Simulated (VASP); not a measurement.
# Ti (P6_3/mmc) in VASP: notebook

Ti is run at these levels: PBEsol; tasks: relaxation of cell and atoms.

All numbers are computed with VASP 6.6.1; they aren't measurements. Logs are shortened: lines on timing, memory, paths and dates and some standing lists are left out, and cuts for length are marked.

## 1. The cell of the first run

Symmetry: P6_3/mmc, No. 194, hexagonal system. The conventional cell has a = 2.798 Å, b = 2.798 Å, c = 4.436 Å, α = 90.00°, β = 90.00°, γ = 120.00°. Ti (site symmetry -6m2) has 12 Ti at 2.74 to 2.80 Å within 3.6 Å.

## 2. Relaxation of cell and atoms, PBEsol, target pressure 15 GPa, at which the enthalpy is minimised

INCAR

```
ALGO = Fast
EDIFF = 1E-6
EDIFFG = -0.008
ENCUT = 600
GGA = PS
IBRION = 2
ISIF = 3
ISMEAR = 0
LASPH = True
LCHARG = False
LREAL = False
LWAVE = False
NELM = 80
NSW = 70
PREC = Accurate
PSTRESS = 150.0
SIGMA = 0.1
```

KPOINTS

```
k-points
0
Gamma
  18 18 10
```

POSCAR

```
Ti
1.0
    2.7982348397      0.0000000000      0.0000000000
   -1.3991174198      2.4233424569      0.0000000000
    0.0000000000      0.0000000000      4.4361708330
Ti
2
Direct
    0.3333333333      0.6666666667      0.2500000000
    0.6666666667      0.3333333333      0.7500000000
```

Potentials or basis: VASP PAW PBE potentials, release 64 (Ti_sv).

Command:

```bash
cat potpaw_PBE.64/Ti_sv/POTCAR > POTCAR
mpirun -np 1 vasp_std > vasp.out
```

OUTCAR:

```text
EDIFF = 1E-6
   EDIFFG = -0.008
   ENCUT = 600
   GGA = PS
   IBRION = 2
   ISIF = 3
   ISMEAR = 0
   LASPH = True
   LREAL = False
   NELM = 80
   NSW = 70
   PREC = Accurate
   PSTRESS = 150.0

 ion  position               nearest neighbor table
   1  0.333  0.667  0.250-   2 2.74   2 2.74   2 2.74   2 2.74   2 2.74   2 2.74
   2  0.667  0.333  0.750-   1 2.74   1 2.74   1 2.74   1 2.74   1 2.74   1 2.74

  LATTYP: Found a hexagonal cell.
 ALAT       =     2.7982348397
 C/A-ratio  =     1.5853461511

  Lattice vectors:

 A1 = (   2.7982348397,   0.0000000000,   0.0000000000)
 A2 = (  -1.3991174198,   2.4233424569,   0.0000000000)
 A3 = (   0.0000000000,   0.0000000000,   4.4361708330)

Analysis of symmetry for initial positions (statically):
=====================================================================
 Subroutine PRICEL returns:
 Original cell was already a primitive cell.

 Routine SETGRP: Setting up the symmetry group for a
 hexagonal supercell.

 Subroutine GETGRP returns: Found 24 space group operations
 (whereof 12 operations were pure point group operations)
 out of a pool of 24 trial point group operations.

The static configuration has the point symmetry D_3d.
 The point group associated with its full space group is D_6h.

Analysis of symmetry for dynamics (positions and initial velocities):
=====================================================================
 Subroutine PRICEL returns:
 Original cell was already a primitive cell.

 Routine SETGRP: Setting up the symmetry group for a
 hexagonal supercell.

 Subroutine GETGRP returns: Found 24 space group operations
 (whereof 12 operations were pure point group operations)
 out of a pool of 24 trial point group operations.

The dynamic configuration has the point symmetry D_3d.
 The point group associated with its full space group is D_6h.

 Subroutine INISYM returns: Found 24 space group operations
 (whereof 12 operations are pure point group operations),
 and found     1 'primitive' translations

----------------------------------------------------------------------------------------

                                     Primitive cell

  volume of cell :      30.0820

  direct lattice vectors                    reciprocal lattice vectors
     2.798234840  0.000000000  0.000000000     0.357368147  0.206326596  0.000000000
    -1.399117420  2.423342457  0.000000000     0.000000000  0.412653192  0.000000000
     0.000000000  0.000000000  4.436170833     0.000000000  0.000000000  0.225419633

  length of vectors
     2.798234840  2.798234840  4.436170833     0.412653192  0.412653192  0.225419633

  position of ions in fractional coordinates (direct lattice)
     0.333333333  0.666666667  0.250000000
     0.666666667  0.333333333  0.750000000

  ion indices of the primitive-cell ions
   primitive index   ion index
                 1           1
                 2           2

----------------------------------------------------------------------------------------

 KPOINTS: k-points

Automatic generation of k-mesh.
 Grid dimensions read from file:
 generate k-points for:   18   18   10

 Generating k-lattice:

  Cartesian coordinates                     Fractional coordinates (reciprocal lattice)
     0.019853786  0.011462589  0.000000000     0.055555556 -0.000000000  0.000000000
     0.000000000  0.022925177  0.000000000     0.000000000  0.055555556  0.000000000
     0.000000000  0.000000000  0.022541963     0.000000000  0.000000000  0.100000000

  Length of vectors
     0.022925177  0.022925177  0.022541963

  Shift w.r.t. Gamma in fractional coordinates (k-lattice)
     0.000000000  0.000000000  0.000000000

 Subroutine IBZKPT returns following result:
 ===========================================

 Found    222 irreducible k-points:

 Following reciprocal coordinates:
            Coordinates               Weight
  0.000000  0.000000  0.000000      1.000000
  0.055556  0.000000  0.000000      6.000000
  0.111111  0.000000  0.000000      6.000000
  0.166667  0.000000  0.000000      6.000000
  0.222222  0.000000  0.000000      6.000000
  0.277778  0.000000  0.000000      6.000000
[... 16 lines left out ...]
  0.333333  0.111111  0.000000     12.000000
  0.388889  0.111111  0.000000     12.000000
 [... further k-points ...]
   k-points           NKPTS =    222   k-points in BZ     NKDIM =    222   number of bands    NBANDS=     16
   number of dos      NEDOS =    301   number of ions     NIONS =      2
   total plane-waves  NPLWV =  20736
   dimension x,y,z NGX =    24 NGY =   24 NGZ =   36
   dimension x,y,z NGXF=    48 NGYF=   48 NGZF=   72
   ions per type =               2
   NGX,Y,Z   is equivalent  to a cutoff of  14.26, 14.26, 13.49 a.u.
   NGXF,Y,Z  is equivalent  to a cutoff of  28.52, 28.52, 26.98 a.u.
 SYSTEM =  unknown system
   PREC   = accura    normal or accurate (medium, high low for compatibility)
   ISTART =      0    job   : 0-new  1-cont  2-samecut
[... 6 lines left out ...]
   NELM   =     80;   NELMIN=  2; NELMDL= -5     # of ELM steps
   EDIFF  = 0.1E-05   stopping-criterion for ELM
   LREAL  =      F    real-space projection
   EDIFFG = -.8E-02   stopping-criterion for IOM
   NSW    =     70    number of steps for IOM
   IBRION =      2    ionic relax: 0-MD 1-quasi-New 2-CG
   NFREE  =      1    steps in history (QN), initial steepest desc. (CG)
   ISIF   =      3    stress and relaxation
   ISYM   =      2    0-nonsym 1-usesym 2-fastsym
   POTIM  = 0.5000    time-step for ionic-motion
   TEBEG  =    0.0;   TEEND  =   0.0 temperature during run
   PSTRESS=  150.0 pullay stress
   NELECT =      24.0000    total number of electrons
   NUPDOWN=      -1.0000    fix difference up-down
   EMIN   =  10.00;   EMAX   =-10.00  energy-range for DOS
   EFERMI =   0.00;   METHOD = LEGACY
   ISMEAR =     0;   SIGMA  =   0.10  broadening in eV -4-tet -1-fermi 0-gaus
   EFERMI_NEDOS =   21; number of points for ismear=-14 and -15
   IALGO  =     68    algorithm
   IMIX   =      4    mixing-type and parameters
     AMIX     =   0.40;   BMIX     =  1.00
     AMIX_MAG =   1.60;   BMIX_MAG =  1.00
  volume/ion in A,a.u.               =      15.04       101.50
  Fermi-wavevector in a.u.,A,eV,Ry     =   1.518365  2.869294 31.367309  2.305432
  Thomas-Fermi vector in A             =   2.627496
   LORBIT       =      0    0 simple, 1 ext, 2 COOP (PROOUT), +10 PAW based schemes
   GGA     = PS    functional components
   LHFCALC =     F    Hartree Fock is set to
   AEXX    =    0.0000 exact exchange contribution
   IVDW    =     0    specifies the selected vdW correction
   LEPSILON=     F    determine dielectric tensor
   LRPA    =     F    only Hartree local field effects (RPA)
 conjugate gradient relaxation of ions
 non-spin polarized calculation
 RMM-DIIS sequential band-by-band and
 Gauss-broadening in eV      SIGMA  =   0.10
  energy-cutoff  :      600.00
  volume of cell :       30.08
 maximum number of plane-waves:      1027
 NGX is ok and might be reduce to    24
   NGX = 11   NGY = 11   NGZ = 17

--------------------------------------- Ionic step        1  -------------------------------------------

 number of electron      23.9999993 magnetization

 Free energy of the ion-electron system (eV)
  ---------------------------------------------------
  ext. energy  EPLUGINS =         0.00000000
  ---------------------------------------------------
  free energy    TOTEN  =       -16.54248831 eV

  energy without entropy =      -16.53314506  energy(sigma->0) =      -16.53781668

------------------------ aborting loop because EDIFF is reached ----------------------------------------

  FORCE on cell =-STRESS in cart. coord.  units (eV):
  Direction    XX          YY          ZZ          XY          YZ          ZX
  --------------------------------------------------------------------------------------
  -------------------------------------------------------------------------------------
  Total        2.6829690      2.6829690      2.7195652      0.0000000     -0.0000000      0.0000000
  in kB      142.8956543    142.8956543    144.8447790      0.0000000     -0.0000000      0.0000000
  external PRESSURE =      -6.4546375 kB  Pullay stress =     150.0000000 kB
[... 97 lines left out ...]
  energy  without entropy=      -16.5272426399  energy(sigma->0) =      -16.53192151

  enthalpy is  TOTEN    =       -13.7261821376 eV   P V=        2.8104182510

[... ionic steps 4 to 7 ...]

--------------------------------------- Ionic step        8  -------------------------------------------

 number of electron      23.9999993 magnetization

------------------------ aborting loop because EDIFF is reached ----------------------------------------
[... 71 lines left out ...]
--------------------------------------- Ionic step       10  -------------------------------------------

 number of electron      23.9999992 magnetization

 Free energy of the ion-electron system (eV)
  ---------------------------------------------------
  ext. energy  EPLUGINS =         0.00000000
  ---------------------------------------------------
  free energy    TOTEN  =       -16.53721349 eV

  energy without entropy =      -16.52784905  energy(sigma->0) =      -16.53253127

 E-fermi :   9.8410     XC(G=0): -12.3509

 val. band max:        9.8389011164   @ k =   0.3333   0.3333   0.3000
 cond. band min:       9.8440464275   @ k =   0.1111   0.0556   0.0000
 fundamental gap:      0.0051453111
 Fermi energy:         9.8410220809

 k-point     1 :       0.0000    0.0000    0.0000
  band No.  band energies     occupation
      1     -46.5743      2.00000
      2     -46.3272      2.00000
      3     -23.4604      2.00000
      4     -22.4514      2.00000
      5     -22.4514      2.00000
      6     -22.3265      2.00000
[... 433 lines left out ...]
      3     -23.1805      2.00000
      4     -22.9874      2.00000
      5     -22.9670      2.00000
      6     -22.7207      2.00000
[... 8 lines left out ...]
     15      11.2106      0.00000
     16      13.5591      0.00000

 [... further k-points ...]

------------------------ aborting loop because EDIFF is reached ----------------------------------------

  FORCE on cell =-STRESS in cart. coord.  units (eV):
  Direction    XX          YY          ZZ          XY          YZ          ZX
  --------------------------------------------------------------------------------------
  -------------------------------------------------------------------------------------
  Total        2.8026105      2.8026105      2.8233685      0.0000000      0.0000000      0.0000000
  in kB      149.5515634    149.5515634    150.6592461      0.0000000      0.0000000      0.0000000
  external PRESSURE =      -0.0792090 kB  Pullay stress =     150.0000000 kB
[... 21 lines left out ...]
  energy  without entropy=      -16.5278490540  energy(sigma->0) =      -16.53253127

  enthalpy is  TOTEN    =       -13.7261992986 eV   P V=        2.8110141949

 reached required accuracy - stopping structural energy minimisation
```

Wall time 6.6 min (1 thread of Intel Xeon 6975P-C (Granite Rapids), shared host); peak memory 0.26 GiB.

What came out:

* Free energy: -16.5372 eV
* Relaxed volume: 15.01 Å³/atom
* Relaxed cell: a = 2.796 Å, b = 2.796 Å, c = 4.436 Å, α = 90.00°, β = 90.00°, γ = 120.00°
* Space group after relaxing (to 0.05 Å): P6_3/mmc (No. 194)
* Energy change on relaxing (the enthalpy is what falls): +2.6 meV/atom
* Ionic steps: 10
* Pressure after relaxing: 15.0 GPa
* Band gap on the k mesh: zero (band 12 reaches 10.75 eV, above the bottom of band 13 at 9.53 eV)

Step by step:
| step | energy change (eV) | largest force (eV/Å) | pressure (GPa) | volume (Å³) |
| --- | --- | --- | --- | --- |
| 1 | 0.0000 | 0.0000 | 14.35 | 30.08 |
| 2 | 0.0253 | 0.0000 | 16.07 | 29.82 |
| 3 | 0.0059 | 0.0000 | 15.08 | 30.02 |
| 4 | 0.0053 | 0.0000 | 15.10 | 30.02 |
| 5 | 0.0027 | 0.0000 | 14.92 | 30.05 |
| 6 | 0.0040 | 0.0000 | 14.94 | 30.04 |
| 7 | 0.0046 | 0.0000 | 14.89 | 30.03 |
| 8 | 0.0050 | 0.0000 | 15.00 | 30.03 |
| 9 | 0.0052 | 0.0000 | 14.95 | 30.03 |
| 10 | 0.0053 | 0.0000 | 14.99 | 30.02 |

Final structure:
```
Ti
1.0
     2.79563    0.00000    0.00000
    -1.39782    2.42109    0.00000
     0.00000    0.00000    4.43601
Ti
2
Direct
  0.33333 0.66667 0.25000
  0.66667 0.33333 0.75000
```

Levels at points of the mesh, in eV from the Fermi level:
```
           k point  band 10  band 11  band 12  band 13  band 14  band 15
(0.00, 0.00, 0.00)    -3.09     0.83     0.83     0.98     1.24     1.45
(0.50, 0.00, 0.00)    -2.55    -2.28    -0.41     0.48     0.75     1.39
(0.00, 0.00, 0.50)    -4.47     0.07     0.07     0.73     0.73     0.73
(0.50, 0.00, 0.50)    -2.98    -1.03    -1.03     1.80     1.80     2.01
```

Caveat: the cell is relaxed towards a set pressure, so the enthalpy falls and the energy may rise; the PAW data sets were made with another functional, which shifts forces and pressure a little.

## 3. Relaxation of cell and atoms, PBEsol, target pressure 8 GPa, at which the enthalpy is minimised

This run uses another cell than the first one, of 15.73 Å³/atom, 1.046 times its volume.

INCAR

```
ALGO     = Fast           # electronic algorithm
EDIFF    = 1E-7           # SCF threshold, eV
EDIFFG   = -0.008         # ionic threshold
ENCUT    = 600            # plane-wave cutoff, eV
GGA      = PS             # functional
IBRION   = 2              # ionic algorithm
ISIF     = 3              # what is computed and relaxed
ISMEAR   = 0              # smearing method
LASPH    = True           # aspherical terms in the spheres
LCHARG   = False          # write CHGCAR
LREAL    = False          # projectors in reciprocal space
LWAVE    = False          # write WAVECAR
NELM     = 80             # most SCF steps
NSW      = 70             # ionic steps
PREC     = Accurate       # precision mode
PSTRESS  = 80.0         
SIGMA    = 0.1            # smearing width, eV
```

KPOINTS is that of step 2.

POSCAR

```
Ti
1.0
    2.8417532848      0.0000000000      0.0000000000
   -1.4208766424      2.4610305359      0.0000000000
    0.0000000000      0.0000000000      4.4995869953
Ti
2
Direct
    0.3333333333      0.6666666667      0.2500000000
    0.6666666667      0.3333333333      0.7500000000
```

Potentials or basis: VASP PAW PBE potentials, release 64 (Ti_sv).

Command:

```bash
cat potpaw_PBE.64/Ti_sv/POTCAR > POTCAR
mpirun -np 1 vasp_std > vasp.out
```

Wall time 5.7 min (1 thread of Intel Xeon 6975P-C (Granite Rapids), shared host); peak memory 0.26 GiB.

It converged, with:

- Free energy: -16.6359 eV
- Relaxed volume: 15.70 Å³/atom
- Relaxed cell: a = 2.839 Å, b = 2.839 Å, c = 4.500 Å, α = 90.00°, β = 90.00°, γ = 120.00°
- Space group after relaxing (to 0.05 Å): P6_3/mmc (No. 194)
- Energy change on relaxing (the enthalpy is what falls): +1.6 meV/atom
- Ionic steps: 4
- Pressure after relaxing: 8.0 GPa
- Band gap on the k mesh: zero (band 12 reaches 10.18 eV, above the bottom of band 13 at 9.01 eV)

The path:
```tsv
step	energy change (eV)	largest force (eV/Å)	pressure (GPa)	volume (Å³)
1	0.0000	0.0000	7.69	31.47
2	0.0069	0.0000	8.33	31.33
3	0.0033	0.0000	8.02	31.40
4	0.0032	0.0000	8.00	31.40
```

Final structure:
```
Ti
1.0
     2.83878    0.00000    0.00000
    -1.41939    2.45845    0.00000
     0.00000    0.00000    4.49965
Ti
2
Cartesian
  0.0000 1.6390 1.1249
  1.4194 0.8195 3.3747
```

Levels at points of the mesh, in eV from the Fermi level:
| k point | band 8 | band 9 | band 10 | band 11 | band 12 | band 13 | band 14 | band 15 | band 16 |
| --- | --- | --- | --- | --- | --- | --- | --- | --- | --- |
| (0.00, 0.00, 0.00) | -32.28 | -6.44 | -2.96 | 0.82 | 0.82 | 0.95 | 1.08 | 1.39 | 1.39 |
| (0.50, 0.00, 0.00) | -32.38 | -2.49 | -2.49 | -2.14 | -0.50 | 0.48 | 0.71 | 1.32 | 3.80 |
| (0.00, 0.00, 0.50) | -32.35 | -4.44 | -4.44 | 0.08 | 0.08 | 0.71 | 0.71 | 0.71 | 0.71 |
| (0.50, 0.00, 0.50) | -32.50 | -2.84 | -2.84 | -0.96 | -0.96 | 1.63 | 1.63 | 1.92 | 1.92 |

Caveat: the cell is relaxed towards a set pressure, so the enthalpy falls and the energy may rise; the PAW data sets were made with another functional, which shifts forces and pressure a little.

## 4. Relaxation of cell and atoms, PBEsol, target pressure 3 GPa, at which the enthalpy is minimised

This run uses another cell than the first one, of 16.26 Å³/atom, 1.081 times its volume.

INCAR

```
ALGO = Fast
EDIFF = 1E-6
EDIFFG = -0.008
ENCUT = 600
GGA = PS
IBRION = 2
ISIF = 3
ISMEAR = 0
LASPH = T
LCHARG = F
LREAL = F
LWAVE = F
NELM = 100
NSW = 70
PREC = Accurate
PSTRESS = 30.0
SIGMA = 0.1
```

KPOINTS is that of step 3.

POSCAR

```
Ti
1.0
    2.8732723940      0.0000000000      0.0000000000
   -1.4366361970      2.4883268852      0.0000000000
    0.0000000000      0.0000000000      4.5479954560
Ti
2
Direct
    0.3333333333      0.6666666667      0.2500000000
    0.6666666667      0.3333333333      0.7500000000
```

Command:

```bash
cat potpaw_PBE.64/Ti_sv/POTCAR > POTCAR
mpirun -np 1 vasp_std > vasp.out
```

It took 6.8 min on 1 thread of Intel Xeon 6975P-C (Granite Rapids), shared host; peak memory 0.26 GiB.

It converged, with:

```
Free energy                                            : -16.6759 eV
Relaxed volume                                         : 16.28 Å³/atom
Relaxed cell                                           : a = 2.874 Å, b = 2.874 Å, c = 4.551 Å, α = 90.00°, β = 90.00°, γ = 120.00°
Space group after relaxing (to 0.05 Å)                 : P6_3/mmc (No. 194)
Energy change on relaxing (the enthalpy is what falls) : -0.5 meV/atom
Ionic steps                                            : 23
Pressure after relaxing                                : 3.0 GPa
Band gap on the k mesh                                 : zero (band 12 reaches 9.71 eV, above the bottom of band 13 at 8.59 eV)
```

The path:
```csv
step,energy change (eV),largest force (eV/Å),pressure (GPa),volume (Å³)
1,0.0000,0.0000,2.89,32.52
2,0.0011,0.0000,3.30,32.46
3,0.0003,0.0000,3.32,32.50
4,0.0001,0.0000,3.27,32.51
5,0.0000,0.0000,3.19,32.51
6,0.0000,0.0000,3.24,32.52
7,0.0000,0.0000,3.23,32.52
8,0.0000,0.0000,3.22,32.52
9,0.0000,0.0000,3.22,32.52
10,0.0000,0.0000,3.21,32.52
11,0.0000,0.0000,3.21,32.52
12,0.0000,0.0000,3.21,32.52
13,0.0000,0.0000,3.21,32.52
14,0.0000,0.0000,3.21,32.52
15,0.0000,0.0000,3.21,32.52
16,0.0000,0.0000,3.21,32.52
17,0.0000,0.0000,3.21,32.52
18,0.0000,0.0000,3.21,32.52
19,0.0000,0.0000,3.21,32.52
20,-0.0005,0.0000,3.18,32.54
21,-0.0019,0.0000,2.85,32.62
22,-0.0013,0.0000,2.86,32.58
23,-0.0009,0.0000,2.96,32.56
```

Final structure:
```
CELL_PARAMETERS angstrom
2.87444 0.00000 0.00000
-1.43722 2.48934 0.00000
0.00000 0.00000 4.55087
ATOMIC_POSITIONS crystal
Ti 0.33333 0.66667 0.25000
Ti 0.66667 0.33333 0.75000
```

Levels at points of the mesh, in eV from the Fermi level:
| k point | band 9 | band 10 | band 11 | band 12 | band 13 | band 14 | band 15 | band 16 |
| --- | --- | --- | --- | --- | --- | --- | --- | --- |
| (0.00, 0.00, 0.00) | -6.36 | -2.87 | 0.80 | 0.80 | 0.93 | 0.97 | 1.35 | 1.35 |
| (0.50, 0.00, 0.00) | -2.44 | -2.37 | -2.03 | -0.55 | 0.47 | 0.68 | 1.27 | 3.63 |
| (0.00, 0.00, 0.50) | -4.42 | -4.42 | 0.08 | 0.08 | 0.69 | 0.69 | 0.69 | 0.69 |
| (0.50, 0.00, 0.50) | -2.74 | -2.74 | -0.90 | -0.90 | 1.51 | 1.51 | 1.84 | 1.84 |

Caveat: the cell is relaxed towards a set pressure, so the enthalpy falls and the energy may rise; the PAW data sets were made with another functional, which shifts forces and pressure a little.

## 5. Overview

| cell | gap on the mesh (eV) | pressure (GPa) |
| --- | --- | --- |
| relaxed to 15 GPa from a = 2.798, b = 2.798, c = 4.436 Å, angles 90.0, 90.0, 120.0°, 2 atoms | none | 15.0 |
| relaxed to 8 GPa from a = 2.842, b = 2.842, c = 4.500 Å, angles 90.0, 90.0, 120.0°, 2 atoms | none | 8.0 |
| relaxed to 3 GPa from a = 2.873, b = 2.873, c = 4.548 Å, angles 90.0, 90.0, 120.0°, 2 atoms | none | 3.0 |

Alike in all rows: task relaxation of cell and atoms; level PBEsol; potentials or basis VASP PAW PBE potentials, release 64 (Ti_sv); no spin polarisation; k mesh 18 × 18 × 10; cutoff (eV) 600; smearing gaussian 0.1 eV.

Caveats: the cell is relaxed towards a set pressure, so the enthalpy falls and the energy may rise; the PAW data sets were made with another functional, which shifts forces and pressure a little.

Total energies depend on the potentials used, so only differences within one code and one set of settings carry meaning.
